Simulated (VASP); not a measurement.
# ScAl3 (Pm-3m) in VASP: notebook, part 2 of 2

VASP 6.6.1. The steps go on from the part before.

## 3. Single point, PBE (volume scaled by 0.980)

INCAR

```
SYSTEM = ScAl3
  PREC = Accurate
  ENCUT = 500
  EDIFF = 1E-6
  ISMEAR = 0
  SIGMA = 0.05
  LREAL = .FALSE.
  LASPH = .TRUE.
  NELM = 120
  ALGO = Normal
  ISIF = 2
  LWAVE = .FALSE.
  LCHARG = .FALSE.
  GGA = PE
  NBANDS = 18
  GGA_COMPAT = .FALSE.
```

KPOINTS

```
regular mesh
0
G
  10 10 10
  0 0 0
```

POSCAR

```
ScAl3
1.0
    4.0772128070      0.0000000000      0.0000000000
    0.0000000000      4.0772128070      0.0000000000
    0.0000000000      0.0000000000      4.0772128070
Sc Al
1 3
Direct
    0.0000000000      0.0000000000      0.0000000000
    0.5000000000      0.0000000000      0.5000000000
    0.0000000000      0.5000000000      0.5000000000
    0.5000000000      0.5000000000      0.0000000000
```

Potentials or basis: VASP PAW PBE potentials, release 64 (Sc_sv, Al).

Run with:

```bash
cat potpaw_PBE.64/Sc_sv/POTCAR potpaw_PBE.64/Al/POTCAR > POTCAR
mpirun -np 1 vasp_std > vasp.out
```

OUTCAR:

```text
SYSTEM = ScAl3
   PREC = Accurate
   ENCUT = 500
   EDIFF = 1E-6
   ISMEAR = 0
   LREAL = .FALSE.
   LASPH = .TRUE.
   NELM = 120
   ISIF = 2
   GGA = PE

 ion  position               nearest neighbor table
   1  0.000  0.000  0.000-   2 2.88   3 2.88   4 2.88   2 2.88   3 2.88   3 2.88   4 2.88   3 2.88
                             2 2.88   4 2.88   2 2.88   4 2.88
   2  0.500  0.000  0.500-   1 2.88   3 2.88   4 2.88   1 2.88   4 2.88   3 2.88   4 2.88   4 2.88
                             1 2.88   3 2.88   1 2.88   3 2.88
   3  0.000  0.500  0.500-   1 2.88   2 2.88   4 2.88   1 2.88   4 2.88   1 2.88   2 2.88   1 2.88
                             2 2.88   4 2.88   4 2.88   2 2.88
   4  0.500  0.500  0.000-   1 2.88   2 2.88   3 2.88   2 2.88   3 2.88   1 2.88   2 2.88   2 2.88
                             1 2.88   3 2.88   3 2.88   1 2.88

  LATTYP: Found a simple cubic cell.
 ALAT       =     4.0772128070

  Lattice vectors:

 A1 = (   4.0772128070,   0.0000000000,   0.0000000000)
 A2 = (   0.0000000000,   4.0772128070,   0.0000000000)
 A3 = (   0.0000000000,   0.0000000000,   4.0772128070)

Analysis of symmetry for initial positions (statically):
=====================================================================
 Subroutine PRICEL returns:
 Original cell was already a primitive cell.

 Routine SETGRP: Setting up the symmetry group for a
 simple cubic supercell.

 Subroutine GETGRP returns: Found 48 space group operations
[... 9 lines left out ...]

 Routine SETGRP: Setting up the symmetry group for a
 simple cubic supercell.

 Subroutine GETGRP returns: Found 48 space group operations
[... 11 lines left out ...]
                                     Primitive cell

  volume of cell :      67.7782

  direct lattice vectors                    reciprocal lattice vectors
     4.077212807  0.000000000  0.000000000     0.245265589  0.000000000  0.000000000
     0.000000000  4.077212807  0.000000000     0.000000000  0.245265589  0.000000000
     0.000000000  0.000000000  4.077212807     0.000000000  0.000000000  0.245265589

  length of vectors
     4.077212807  4.077212807  4.077212807     0.245265589  0.245265589  0.245265589

  position of ions in fractional coordinates (direct lattice)
     0.000000000  0.000000000  0.000000000
     0.500000000  0.000000000  0.500000000
     0.000000000  0.500000000  0.500000000
     0.500000000  0.500000000  0.000000000

  ion indices of the primitive-cell ions
   primitive index   ion index
                 1           1
                 2           2
                 3           3
                 4           4

----------------------------------------------------------------------------------------

 KPOINTS: regular mesh

Automatic generation of k-mesh.
 Grid dimensions read from file:
 generate k-points for:   10   10   10

 Generating k-lattice:

  Cartesian coordinates                     Fractional coordinates (reciprocal lattice)
     0.024526559  0.000000000  0.000000000     0.100000000  0.000000000  0.000000000
     0.000000000  0.024526559  0.000000000     0.000000000  0.100000000  0.000000000
     0.000000000  0.000000000  0.024526559     0.000000000  0.000000000  0.100000000

  Length of vectors
     0.024526559  0.024526559  0.024526559

  Shift w.r.t. Gamma in fractional coordinates (k-lattice)
     0.000000000  0.000000000  0.000000000

 Subroutine IBZKPT returns following result:
 ===========================================

 Found     56 irreducible k-points:

 Following reciprocal coordinates:
            Coordinates               Weight
  0.000000  0.000000  0.000000      1.000000
  0.100000  0.000000  0.000000      6.000000
  0.200000  0.000000  0.000000      6.000000
  0.300000  0.000000  0.000000      6.000000
  0.400000  0.000000  0.000000      6.000000
  0.500000  0.000000  0.000000      3.000000
[... 16 lines left out ...]
  0.200000  0.100000  0.100000     24.000000
  0.300000  0.100000  0.100000     24.000000
 [... further k-points ...]
   k-points           NKPTS =     56   k-points in BZ     NKDIM =     56   number of bands    NBANDS=     18
   number of dos      NEDOS =    301   number of ions     NIONS =      4
   total plane-waves  NPLWV =  27000
   dimension x,y,z NGX =    30 NGY =   30 NGZ =   30
   dimension x,y,z NGXF=    60 NGYF=   60 NGZF=   60
   ions per type =               1   3
   NGX,Y,Z   is equivalent  to a cutoff of  12.23, 12.23, 12.23 a.u.
   NGXF,Y,Z  is equivalent  to a cutoff of  24.46, 24.46, 24.46 a.u.
 SYSTEM =  ScAl3
   PREC   = accura    normal or accurate (medium, high low for compatibility)
   ISTART =      0    job   : 0-new  1-cont  2-samecut
   ICHARG =      2    charge: 1-file 2-atom 10-const
   ISPIN  =      1    spin polarized calculation?
   LNONCOLLINEAR =      F non collinear calculations
   LSORBIT =      F    spin-orbit coupling
   LASPH  =      T    aspherical Exc in radial PAW
   ENCUT  =  500.0 eV  36.75 Ry    6.06 a.u.   7.43  7.43  7.43*2*pi/ulx,y,z
   NELM   =    120;   NELMIN=  2; NELMDL= -5     # of ELM steps
   EDIFF  = 0.1E-05   stopping-criterion for ELM
   LREAL  =      F    real-space projection
   EDIFFG = 0.1E-04   stopping-criterion for IOM
   NSW    =      0    number of steps for IOM
   IBRION =     -1    ionic relax: 0-MD 1-quasi-New 2-CG
   NFREE  =      0    steps in history (QN), initial steepest desc. (CG)
   ISIF   =      2    stress and relaxation
   ISYM   =      2    0-nonsym 1-usesym 2-fastsym
   POTIM  = 0.5000    time-step for ionic-motion
   TEBEG  =    0.0;   TEEND  =   0.0 temperature during run
   PSTRESS=    0.0 pullay stress
   NELECT =      20.0000    total number of electrons
   NUPDOWN=      -1.0000    fix difference up-down
   EMIN   =  10.00;   EMAX   =-10.00  energy-range for DOS
   EFERMI =   0.00;   METHOD = LEGACY
   ISMEAR =     0;   SIGMA  =   0.05  broadening in eV -4-tet -1-fermi 0-gaus
   EFERMI_NEDOS =   21; number of points for ismear=-14 and -15
   IALGO  =     38    algorithm
   IMIX   =      4    mixing-type and parameters
     AMIX     =   0.40;   BMIX     =  1.00
     AMIX_MAG =   1.60;   BMIX_MAG =  1.00
  volume/ion in A,a.u.               =      16.94       114.35
  Fermi-wavevector in a.u.,A,eV,Ry     =   1.089904  2.059619 16.162225  1.187890
  Thomas-Fermi vector in A             =   2.226117
   LORBIT       =      0    0 simple, 1 ext, 2 COOP (PROOUT), +10 PAW based schemes
   GGA     = PE    functional components
   LHFCALC =     F    Hartree Fock is set to
   AEXX    =    0.0000 exact exchange contribution
   IVDW    =     0    specifies the selected vdW correction
   LEPSILON=     F    determine dielectric tensor
   LRPA    =     F    only Hartree local field effects (RPA)
 non-spin polarized calculation
 Gauss-broadening in eV      SIGMA  =   0.05
  energy-cutoff  :      500.00
  volume of cell :       67.78
 maximum number of plane-waves:      1751
 NGX is ok and might be reduce to    30
   NGX = 15   NGY = 15   NGZ = 15

 number of electron      19.9999996 magnetization

 Free energy of the ion-electron system (eV)
  ---------------------------------------------------
  ext. energy  EPLUGINS =         0.00000000
  ---------------------------------------------------
  free energy    TOTEN  =       -19.28982247 eV

  energy without entropy =      -19.28851069  energy(sigma->0) =      -19.28916658

 E-fermi :   7.3645     XC(G=0): -10.4468

 val. band max:        7.3167961512   @ k =   0.5000   0.1000   0.1000
 cond. band min:       7.3717515142   @ k =   0.3000   0.0000   0.0000
 fundamental gap:      0.0549553630
 Fermi energy:         7.3644714796

 k-point     1 :       0.0000    0.0000    0.0000
  band No.  band energies     occupation
      1     -41.5963      2.00000
      2     -20.3027      2.00000
      3     -20.3027      2.00000
      4     -20.3027      2.00000
      5      -2.7291      2.00000
      6       4.7154      2.00000
[... 10 lines left out ...]
     17      12.6796      0.00000
     18      12.6796      0.00000

 k-point     2 :       0.1000    0.0000    0.0000
  band No.  band energies     occupation
      1     -41.5962      2.00000
      2     -20.3059      2.00000
      3     -20.3025      2.00000
      4     -20.3025      2.00000
      5      -2.6363      2.00000
      6       3.9353      2.00000
[... 10 lines left out ...]
     17      12.7537      0.00000
     18      12.7537      0.00000
[... 442 lines left out ...]
 k-point    24 :       0.3000    0.1000    0.1000
  band No.  band energies     occupation
      1     -41.5952      2.00000
      2     -20.3239      2.00000
      3     -20.3040      2.00000
      4     -20.3036      2.00000
      5      -1.7379      2.00000
      6       1.7866      2.00000
[... 10 lines left out ...]
     17      12.1990      0.00000
     18      12.9855      0.00000

 [... further k-points ...]
[... 5 lines left out ...]
  --------------------------------------------------------------------------------------
  -------------------------------------------------------------------------------------
  Total        0.7809083      0.7809083      0.7809083      0.0000000      0.0000000     -0.0000000
  in kB       18.4595234     18.4595234     18.4595234      0.0000000      0.0000000     -0.0000000
  external PRESSURE =      18.4595234 kB  Pullay stress =       0.0000000 kB

 VOLUME and BASIS-vectors are now :
 -----------------------------------------------------------------------------
  energy-cutoff  :      500.00
  volume of cell :       67.78
      direct lattice vectors                 reciprocal lattice vectors
     4.077212807  0.000000000  0.000000000     0.245265589  0.000000000  0.000000000
     0.000000000  4.077212807  0.000000000     0.000000000  0.245265589  0.000000000
     0.000000000  0.000000000  4.077212807     0.000000000  0.000000000  0.245265589

 POSITION                                       TOTAL-FORCE (eV/Angst)
 -----------------------------------------------------------------------------------
      0.00000      0.00000      0.00000         0.000000      0.000000      0.000000
      2.03861      0.00000      2.03861         0.000000      0.000000      0.000000
      0.00000      2.03861      2.03861         0.000000      0.000000      0.000000
      2.03861      2.03861      0.00000         0.000000      0.000000      0.000000
 -----------------------------------------------------------------------------------
    total drift:                               -0.000000     -0.000000      0.000000

  FREE ENERGIE OF THE ION-ELECTRON SYSTEM (eV)
  ---------------------------------------------------
  free  energy   TOTEN  =       -19.2898224739 eV

  energy  without entropy=      -19.2885106906  energy(sigma->0) =      -19.28916658
```

OSZICAR:

```text
N       E                     dE             d eps       ncg     rms          rms(c)
DAV:   1     0.103820648051E+03    0.10382E+03   -0.80486E+03  2016   0.974E+02
DAV:   2    -0.156780149334E+02   -0.11950E+03   -0.11644E+03  2034   0.285E+02
DAV:   3    -0.201618883540E+02   -0.44839E+01   -0.43715E+01  2930   0.536E+01
DAV:   4    -0.202762820400E+02   -0.11439E+00   -0.11384E+00  3120   0.862E+00
DAV:   5    -0.202779950112E+02   -0.17130E-02   -0.17128E-02  2894   0.950E-01    0.901E+00
DAV:   6    -0.193581580577E+02    0.91984E+00   -0.35071E+00  3026   0.198E+01    0.314E+00
DAV:   7    -0.193137568709E+02    0.44401E-01   -0.11440E-01  3002   0.253E+00    0.190E+00
DAV:   8    -0.192904395879E+02    0.23317E-01   -0.42151E-02  3208   0.170E+00    0.305E-01
DAV:   9    -0.192901482869E+02    0.29130E-03   -0.79278E-03  3124   0.993E-01    0.184E-01
DAV:  10    -0.192898313282E+02    0.31696E-03   -0.10824E-03  3310   0.333E-01    0.505E-02
DAV:  11    -0.192898357577E+02   -0.44295E-05   -0.51123E-05  3090   0.467E-02    0.312E-02
DAV:  12    -0.192898221180E+02    0.13640E-04   -0.61820E-05  2948   0.876E-02    0.343E-03
DAV:  13    -0.192898224739E+02   -0.35591E-06   -0.13383E-06  1962   0.113E-02
   1 F= -.19289822E+02 E0= -.19289167E+02  d E =-.131178E-02
```

Run time: 55 s. Hardware: 1 thread of Intel Xeon 6975P-C, shared host; peak memory 0.21 GiB.

Results:

```yaml
Free_energy: -19.2898 eV
Pressure: 1.8 GPa
Band_gap_on_the_k_mesh: zero (band 10 reaches 8.25 eV, above the bottom of band 11 at 4.38 eV)
```

Caveat: the cell differs from its parent crystal (volume scaled by 0.980).

## 4. Single point, PBE

This run uses another cell than the first one, of 17.20 Å³/atom, 1.036 times its volume.

INCAR

```
PREC = Accurate
ENCUT = 500
EDIFF = 1E-6
ISMEAR = 0
SIGMA = 0.05
LREAL = False
LASPH = True
NELM = 120
ALGO = Normal
ISIF = 2
LWAVE = False
LCHARG = False
GGA = PE
NBANDS = 18
GGA_COMPAT = False
```

KPOINTS

```
regular mesh
0
Gamma
  10 10 10
```

POSCAR

```
ScAl3
1.0
    4.0978410847      0.0000000000      0.0000000000
    0.0000000000      4.0978410847      0.0000000000
    0.0000000000      0.0000000000      4.0978410847
Sc Al
1 3
Direct
    0.0000000000      0.0000000000      0.0000000000
    0.5000000000      0.0000000000      0.5000000000
    0.0000000000      0.5000000000      0.5000000000
    0.5000000000      0.5000000000      0.0000000000
```

Potentials or basis: VASP PAW PBE potentials, release 64 (Sc_sv, Al).

Run with:

```bash
cat potpaw_PBE.64/Sc_sv/POTCAR potpaw_PBE.64/Al/POTCAR > POTCAR
mpirun -np 1 vasp_std > vasp.out
```

OUTCAR:

```text
PREC = Accurate
   ENCUT = 500
   EDIFF = 1E-6
   ISMEAR = 0
   LREAL = False
   LASPH = True
   NELM = 120
   ISIF = 2
   GGA = PE

 ion  position               nearest neighbor table
   1  0.000  0.000  0.000-   2 2.90   3 2.90   4 2.90   2 2.90   3 2.90   3 2.90   4 2.90   3 2.90
                             2 2.90   4 2.90   2 2.90   4 2.90
   2  0.500  0.000  0.500-   1 2.90   3 2.90   4 2.90   1 2.90   4 2.90   3 2.90   4 2.90   4 2.90
                             1 2.90   3 2.90   1 2.90   3 2.90
   3  0.000  0.500  0.500-   1 2.90   2 2.90   4 2.90   1 2.90   4 2.90   1 2.90   2 2.90   1 2.90
                             2 2.90   4 2.90   4 2.90   2 2.90
   4  0.500  0.500  0.000-   1 2.90   2 2.90   3 2.90   2 2.90   3 2.90   1 2.90   2 2.90   2 2.90
                             1 2.90   3 2.90   3 2.90   1 2.90

  LATTYP: Found a simple cubic cell.
 ALAT       =     4.0978410847

  Lattice vectors:

 A1 = (   4.0978410847,   0.0000000000,   0.0000000000)
 A2 = (   0.0000000000,   4.0978410847,   0.0000000000)
 A3 = (   0.0000000000,   0.0000000000,   4.0978410847)

Analysis of symmetry for initial positions (statically):
=====================================================================
 Subroutine PRICEL returns:
 Original cell was already a primitive cell.

 Routine SETGRP: Setting up the symmetry group for a
 simple cubic supercell.

 Subroutine GETGRP returns: Found 48 space group operations
[... 9 lines left out ...]

 Routine SETGRP: Setting up the symmetry group for a
 simple cubic supercell.

 Subroutine GETGRP returns: Found 48 space group operations
[... 11 lines left out ...]
                                     Primitive cell

  volume of cell :      68.8122

  direct lattice vectors                    reciprocal lattice vectors
     4.097841085  0.000000000  0.000000000     0.244030937  0.000000000  0.000000000
     0.000000000  4.097841085  0.000000000     0.000000000  0.244030937  0.000000000
     0.000000000  0.000000000  4.097841085     0.000000000  0.000000000  0.244030937

[... 100 lines left out ...]
   EMIN   =  10.00;   EMAX   =-10.00  energy-range for DOS
   EFERMI =   0.00;   METHOD = LEGACY
   ISMEAR =     0;   SIGMA  =   0.05  broadening in eV -4-tet -1-fermi 0-gaus
   EFERMI_NEDOS =   21; number of points for ismear=-14 and -15
   IALGO  =     38    algorithm
   IMIX   =      4    mixing-type and parameters
     AMIX     =   0.40;   BMIX     =  1.00
     AMIX_MAG =   1.60;   BMIX_MAG =  1.00
  volume/ion in A,a.u.               =      17.20       116.09
  Fermi-wavevector in a.u.,A,eV,Ry     =   1.084417  2.049251 15.999915  1.175961
  Thomas-Fermi vector in A             =   2.220507
   LORBIT       =      0    0 simple, 1 ext, 2 COOP (PROOUT), +10 PAW based schemes
   GGA     = PE    functional components
   LHFCALC =     F    Hartree Fock is set to
   AEXX    =    0.0000 exact exchange contribution
   IVDW    =     0    specifies the selected vdW correction
   LEPSILON=     F    determine dielectric tensor
   LRPA    =     F    only Hartree local field effects (RPA)
 non-spin polarized calculation
 Gauss-broadening in eV      SIGMA  =   0.05
  energy-cutoff  :      500.00
  volume of cell :       68.81
 maximum number of plane-waves:      1775
 NGX is ok and might be reduce to    30
   NGX = 15   NGY = 15   NGZ = 15

 number of electron      19.9999995 magnetization

 Free energy of the ion-electron system (eV)
  ---------------------------------------------------
  ext. energy  EPLUGINS =         0.00000000
  ---------------------------------------------------
  free energy    TOTEN  =       -19.29753275 eV

  energy without entropy =      -19.29616640  energy(sigma->0) =      -19.29684957

 E-fermi :   7.2263     XC(G=0): -10.3882

 val. band max:        7.1712900503   @ k =   0.5000   0.1000   0.1000
 cond. band min:       7.2397411192   @ k =   0.3000   0.0000   0.0000
 fundamental gap:      0.0684510689
 Fermi energy:         7.2263133372

 k-point     1 :       0.0000    0.0000    0.0000
  band No.  band energies     occupation
      1     -41.7847      2.00000
      2     -20.4853      2.00000
      3     -20.4853      2.00000
      4     -20.4853      2.00000
      5      -2.7862      2.00000
      6       4.5966      2.00000
[... 481 lines left out ...]
      5      -1.8065      2.00000
      6       1.6845      2.00000
[... 10 lines left out ...]
     17      11.9910      0.00000
     18      12.7614      0.00000

 [... further k-points ...]
[... 5 lines left out ...]
  --------------------------------------------------------------------------------------
  -------------------------------------------------------------------------------------
  Total        0.1953433      0.1953433      0.1953433      0.0000000      0.0000000     -0.0000000
  in kB        4.5482447      4.5482447      4.5482447      0.0000000      0.0000000     -0.0000000
  external PRESSURE =       4.5482447 kB  Pullay stress =       0.0000000 kB

 VOLUME and BASIS-vectors are now :
 -----------------------------------------------------------------------------
  energy-cutoff  :      500.00
  volume of cell :       68.81
      direct lattice vectors                 reciprocal lattice vectors
     4.097841085  0.000000000  0.000000000     0.244030937  0.000000000  0.000000000
     0.000000000  4.097841085  0.000000000     0.000000000  0.244030937  0.000000000
     0.000000000  0.000000000  4.097841085     0.000000000  0.000000000  0.244030937

 POSITION                                       TOTAL-FORCE (eV/Angst)
 -----------------------------------------------------------------------------------
      0.00000      0.00000      0.00000         0.000000      0.000000      0.000000
      2.04892      0.00000      2.04892         0.000000      0.000000      0.000000
      0.00000      2.04892      2.04892         0.000000      0.000000      0.000000
      2.04892      2.04892      0.00000         0.000000      0.000000      0.000000
 -----------------------------------------------------------------------------------
    total drift:                                0.000000     -0.000000      0.000000

  FREE ENERGIE OF THE ION-ELECTRON SYSTEM (eV)
  ---------------------------------------------------
  free  energy   TOTEN  =       -19.2975327476 eV

  energy  without entropy=      -19.2961663970  energy(sigma->0) =      -19.29684957
```

Wall time 56 s (1 thread of Intel Xeon 6975P-C, shared host); peak memory 0.21 GiB.

What came out:

```
Free energy            : -19.2975 eV
Pressure               : 0.5 GPa
Band gap on the k mesh : zero (band 10 reaches 8.03 eV, above the bottom of band 11 at 4.26 eV)
```

## 5. Summary

| cell | gap on the mesh (eV) | pressure (GPa) |
| --- | --- | --- |
| a = 4.049 Å, 4 atoms | none | 3.9 |
| a = 4.077 Å, 4 atoms | none | 1.8 |
| a = 4.098 Å, 4 atoms | none | 0.5 |

Alike in all rows: task single point; level PBE; potentials or basis VASP PAW PBE potentials, release 64 (Sc_sv, Al); no spin polarisation; k mesh 10 × 10 × 10; cutoff (eV) 500; smearing gaussian 0.05 eV.

Absolute energies hang on the potentials; compare differences alone.
